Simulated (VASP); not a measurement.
# Al (Fm-3m) in VASP: single point with PBEsol+D3(BJ)

Aim: the single point of Al with PBEsol+D3(BJ).

All numbers are computed with VASP 6.6.1; they aren't measurements. Logs are shortened: lines on timing, memory, paths and dates and some standing lists are left out, and cuts for length are marked.

### 1 The cell of the first run

The structure is cubic, space group Fm-3m (No. 225). The conventional cell has a = 3.962 Å, b = 3.962 Å, c = 3.962 Å, α = 90.00°, β = 90.00°, γ = 90.00°. Within 3.7 Å of Al (site symmetry m-3m) lie 12 Al at 2.80 Å.

### 2 Single point, PBEsol+D3(BJ)

Contents of INCAR:

```
PREC     = Accurate       # precision mode
ENCUT    = 500            # plane-wave cutoff, eV
EDIFF    = 1E-6           # SCF threshold, eV
ISMEAR   = 0              # smearing method
SIGMA    = 0.1            # smearing width, eV
LREAL    = False          # projectors in reciprocal space
LASPH    = True           # aspherical terms in the spheres
NELM     = 120            # most SCF steps
ALGO     = Normal         # electronic algorithm
ISIF     = 2              # what is computed and relaxed
LWAVE    = False          # write WAVECAR
LCHARG   = False          # write CHGCAR
GGA      = PS             # functional
IVDW     = 12             # dispersion correction
NBANDS   = 8              # bands
GGA_COMPAT= False
```

Contents of KPOINTS:

```
Automatic mesh
0
Gamma
  18 18 18
```

Contents of POSCAR:

```
Al
1.0
    0.0000000000      1.9809156690      1.9809156690
    1.9809156690      0.0000000000      1.9809156690
    1.9809156690      1.9809156690      0.0000000000
Al
1
Direct
    0.0000000000      0.0000000000      0.0000000000
```

Potentials or basis: VASP PAW PBE potentials, release 64 (Al).

Launch:

```
> cat potpaw_PBE.64/Al/POTCAR > POTCAR
> mpirun -np 1 vasp_std > vasp.out
```

OUTCAR:

```text
PREC = Accurate
   ENCUT = 500
   EDIFF = 1E-6
   ISMEAR = 0
   LREAL = False
   LASPH = True
   NELM = 120
   ISIF = 2
   GGA = PS
   IVDW = 12
 IVDW          = 12

 ion  position               nearest neighbor table
   1  0.000  0.000  0.000-

  LATTYP: Found a face centered cubic cell.
 ALAT       =     3.9618313380

  Lattice vectors:

 A1 = (   0.0000000000,   1.9809156690,   1.9809156690)
 A2 = (   1.9809156690,   0.0000000000,   1.9809156690)
 A3 = (   1.9809156690,   1.9809156690,   0.0000000000)

Analysis of symmetry for initial positions (statically):
=====================================================================
 Subroutine PRICEL returns:
 Original cell was already a primitive cell.

 Routine SETGRP: Setting up the symmetry group for a
 face centered cubic supercell.

 Subroutine GETGRP returns: Found 48 space group operations
 (whereof 48 operations were pure point group operations)
 out of a pool of 48 trial point group operations.

The static configuration has the point symmetry O_h .

Analysis of symmetry for dynamics (positions and initial velocities):
=====================================================================
 Subroutine PRICEL returns:
 Original cell was already a primitive cell.

 Routine SETGRP: Setting up the symmetry group for a
 face centered cubic supercell.

 Subroutine GETGRP returns: Found 48 space group operations
 (whereof 48 operations were pure point group operations)
 out of a pool of 48 trial point group operations.

The dynamic configuration has the point symmetry O_h .

 Subroutine INISYM returns: Found 48 space group operations
 (whereof 48 operations are pure point group operations),
 and found     1 'primitive' translations

----------------------------------------------------------------------------------------

                                     Primitive cell

  volume of cell :      15.5463

  direct lattice vectors                    reciprocal lattice vectors
     0.000000000  1.980915669  1.980915669    -0.252408524  0.252408524  0.252408524
     1.980915669  0.000000000  1.980915669     0.252408524 -0.252408524  0.252408524
     1.980915669  1.980915669  0.000000000     0.252408524  0.252408524 -0.252408524

  length of vectors
     2.801437805  2.801437805  2.801437805     0.437184388  0.437184388  0.437184388

  position of ions in fractional coordinates (direct lattice)
     0.000000000  0.000000000  0.000000000

  ion indices of the primitive-cell ions
   primitive index   ion index
                 1           1

----------------------------------------------------------------------------------------

 KPOINTS: Automatic mesh

Automatic generation of k-mesh.
 Grid dimensions read from file:
 generate k-points for:   18   18   18

 Generating k-lattice:

  Cartesian coordinates                     Fractional coordinates (reciprocal lattice)
    -0.014022696  0.014022696  0.014022696     0.055555556  0.000000000  0.000000000
     0.014022696 -0.014022696  0.014022696     0.000000000  0.055555556  0.000000000
     0.014022696  0.014022696 -0.014022696     0.000000000  0.000000000  0.055555556

  Length of vectors
     0.024288022  0.024288022  0.024288022

  Shift w.r.t. Gamma in fractional coordinates (k-lattice)
     0.000000000  0.000000000  0.000000000

 Subroutine IBZKPT returns following result:
 ===========================================

 Found    195 irreducible k-points:

 Following reciprocal coordinates:
            Coordinates               Weight
  0.000000  0.000000  0.000000      1.000000
  0.055556  0.000000  0.000000      8.000000
  0.111111  0.000000  0.000000      8.000000
  0.166667  0.000000  0.000000      8.000000
  0.222222  0.000000  0.000000      8.000000
  0.277778  0.000000  0.000000      8.000000
[... 16 lines left out ...]
 -0.277778  0.055556  0.000000     24.000000
 -0.222222  0.055556  0.000000     24.000000
 [... further k-points ...]
   k-points           NKPTS =    195   k-points in BZ     NKDIM =    195   number of bands    NBANDS=      8
   number of dos      NEDOS =    301   number of ions     NIONS =      1
   total plane-waves  NPLWV =   8000
   dimension x,y,z NGX =    20 NGY =   20 NGZ =   20
   dimension x,y,z NGXF=    40 NGYF=   40 NGZF=   40
   ions per type =               1
   NGX,Y,Z   is equivalent  to a cutoff of  11.87, 11.87, 11.87 a.u.
   NGXF,Y,Z  is equivalent  to a cutoff of  23.74, 23.74, 23.74 a.u.
 SYSTEM =  unknown system
   PREC   = accura    normal or accurate (medium, high low for compatibility)
   ISTART =      0    job   : 0-new  1-cont  2-samecut
   ICHARG =      2    charge: 1-file 2-atom 10-const
   ISPIN  =      1    spin polarized calculation?
   LNONCOLLINEAR =      F non collinear calculations
   LSORBIT =      F    spin-orbit coupling
   LASPH  =      T    aspherical Exc in radial PAW
   ENCUT  =  500.0 eV  36.75 Ry    6.06 a.u.   5.11  5.11  5.11*2*pi/ulx,y,z
   NELM   =    120;   NELMIN=  2; NELMDL= -5     # of ELM steps
   EDIFF  = 0.1E-05   stopping-criterion for ELM
   LREAL  =      F    real-space projection
[... 7 lines left out ...]
   TEBEG  =    0.0;   TEEND  =   0.0 temperature during run
   PSTRESS=    0.0 pullay stress
   NELECT =       3.0000    total number of electrons
   NUPDOWN=      -1.0000    fix difference up-down
   EMIN   =  10.00;   EMAX   =-10.00  energy-range for DOS
   EFERMI =   0.00;   METHOD = LEGACY
   ISMEAR =     0;   SIGMA  =   0.10  broadening in eV -4-tet -1-fermi 0-gaus
   EFERMI_NEDOS =   21; number of points for ismear=-14 and -15
   IALGO  =     38    algorithm
   IMIX   =      4    mixing-type and parameters
     AMIX     =   0.40;   BMIX     =  1.00
     AMIX_MAG =   1.60;   BMIX_MAG =  1.00
  volume/ion in A,a.u.               =      15.55       104.91
  Fermi-wavevector in a.u.,A,eV,Ry     =   0.946032  1.787742 12.176901  0.894977
  Thomas-Fermi vector in A             =   2.073991
   LORBIT       =      0    0 simple, 1 ext, 2 COOP (PROOUT), +10 PAW based schemes
   GGA     = PS    functional components
   LHFCALC =     F    Hartree Fock is set to
   AEXX    =    0.0000 exact exchange contribution
   IVDW    =    12    specifies the selected vdW correction
   LEPSILON=     F    determine dielectric tensor
   LRPA    =     F    only Hartree local field effects (RPA)
 non-spin polarized calculation
 Gauss-broadening in eV      SIGMA  =   0.10
  energy-cutoff  :      500.00
  volume of cell :       15.55
 maximum number of plane-waves:       411
   NGX = 11   NGY = 11   NGZ = 11

 number of electron       3.0000000 magnetization

 Free energy of the ion-electron system (eV)
  ---------------------------------------------------
  ext. energy  EPLUGINS =         0.00000000
  ---------------------------------------------------
  free energy    TOTEN  =        -4.08361847 eV

  energy without entropy =       -4.08076587  energy(sigma->0) =       -4.08219217

 E-fermi :   8.5774     XC(G=0): -10.4758

 val. band max:        8.5721615256   @ k =  -0.4444   0.3333   0.1111
 cond. band min:       8.5933365379   @ k =  -0.2222   0.3889   0.1667
 fundamental gap:      0.0211750123
 Fermi energy:         8.5773835468

 k-point     1 :       0.0000    0.0000    0.0000
  band No.  band energies     occupation
      1      -2.9635      2.00000
      2      21.5119      0.00000
      3      21.5119      0.00000
      4      21.5119      0.00000
      5      23.4655      0.00000
      6      23.4655      0.00000
      7      23.4655      0.00000
      8      25.5088      0.00000

 k-point     2 :       0.0556    0.0000    0.0000
  band No.  band energies     occupation
      1      -2.8762      2.00000
      2      20.0296      0.00000
      3      21.2502      0.00000
      4      21.2502      0.00000
      5      23.8660      0.00000
      6      23.8660      0.00000
      7      23.9479      0.00000
      8      26.4468      0.00000

 k-point     3 :       0.1111    0.0000    0.0000
  band No.  band energies     occupation
      1      -2.6148      2.00000
      2      17.7521      0.00000
      3      20.7755      0.00000
      4      20.7755      0.00000
      5      23.9554      0.00000
      6      24.7334      0.00000
      7      24.7334      0.00000
      8      27.0391      0.00000

 k-point     4 :       0.1667    0.0000    0.0000
  band No.  band energies     occupation
      1      -2.1802      2.00000
      2      15.4457      0.00000
      3      20.3422      0.00000
      4      20.3422      0.00000
      5      23.7615      0.00000
      6      25.3373      0.00000
      7      25.3373      0.00000
      8      26.3728      0.00000

 k-point     5 :       0.2222    0.0000    0.0000
  band No.  band energies     occupation
      1      -1.5742      2.00000
      2      13.2145      0.00000
      3      20.0183      0.00000
      4      20.0183      0.00000
      5      23.5681      0.00000
      6      24.4274      0.00000
      7      24.4274      0.00000
      8      27.4422      0.00000
[... 177 lines left out ...]
 k-point    22 :      -0.3333    0.0556    0.0000
  band No.  band energies     occupation
      1       0.5676      2.00000
      2       8.5297      1.49996
      3      18.0412      0.00000
      4      20.9525      0.00000
      5      21.1316      0.00000
      6      22.5612      0.00000
      7      24.1644      0.00000
      8      27.1380      0.00000

 k-point    23 :      -0.2778    0.0556    0.0000
  band No.  band energies     occupation
      1      -0.4276      2.00000
      2      10.4775      0.00000
      3      18.0610      0.00000
      4      21.0352      0.00000
      5      21.9533      0.00000
      6      23.4442      0.00000
      7      24.1284      0.00000
      8      27.9551      0.00000

 k-point    24 :      -0.2222    0.0556    0.0000
  band No.  band energies     occupation
      1      -1.2579      2.00000
      2      12.5517      0.00000
      3      18.2281      0.00000
      4      21.1680      0.00000
      5      22.9854      0.00000
      6      24.0931      0.00000
      7      24.5614      0.00000
      8      26.8113      0.00000

 [... further k-points ...]

------------------------ aborting loop because EDIFF is reached ----------------------------------------

 Edisp (eV)   -0.33725

 E8    (eV) :    -0.2271

  FORCE on cell =-STRESS in cart. coord.  units (eV):
  Direction    XX          YY          ZZ          XY          YZ          ZX
  --------------------------------------------------------------------------------------
  -------------------------------------------------------------------------------------
  Total       0.00819     0.00819     0.00819     0.00000     0.00000     0.00000
  in kB       0.84440     0.84440     0.84440     0.00000     0.00000     0.00000
  external pressure =        0.84 kB  Pullay stress =        0.00 kB

 VOLUME and BASIS-vectors are now :
 -----------------------------------------------------------------------------
  energy-cutoff  :      500.00
  volume of cell :       15.55
      direct lattice vectors                 reciprocal lattice vectors
     0.000000000  1.980915669  1.980915669    -0.252408524  0.252408524  0.252408524
     1.980915669  0.000000000  1.980915669     0.252408524 -0.252408524  0.252408524
     1.980915669  1.980915669  0.000000000     0.252408524  0.252408524 -0.252408524

 POSITION                                       TOTAL-FORCE (eV/Angst)
 -----------------------------------------------------------------------------------
      0.00000      0.00000      0.00000        -0.000000      0.000000      0.000000
 -----------------------------------------------------------------------------------
    total drift:                               -0.000000     -0.000000     -0.000000

  FREE ENERGIE OF THE ION-ELECTRON SYSTEM (eV)
  ---------------------------------------------------
  free  energy   TOTEN  =        -4.4208665135 eV

  energy  without entropy=       -4.4180139137  energy(sigma->0) =       -4.41944021
```

It took 8.2 s on 1 thread of AMD EPYC 9R45 (Zen 5), shared host; peak memory 0.11 GiB.

Results:

```
Free energy                : -4.4209 eV
Pressure                   : 0.1 GPa
Band gap on the k mesh     : zero (an odd number of electrons rules out a gap without spin polarisation)
Dispersion energy per atom : -0.337 eV
```

Caveat: the PAW data sets were made with another functional, which shifts forces and pressure a little.
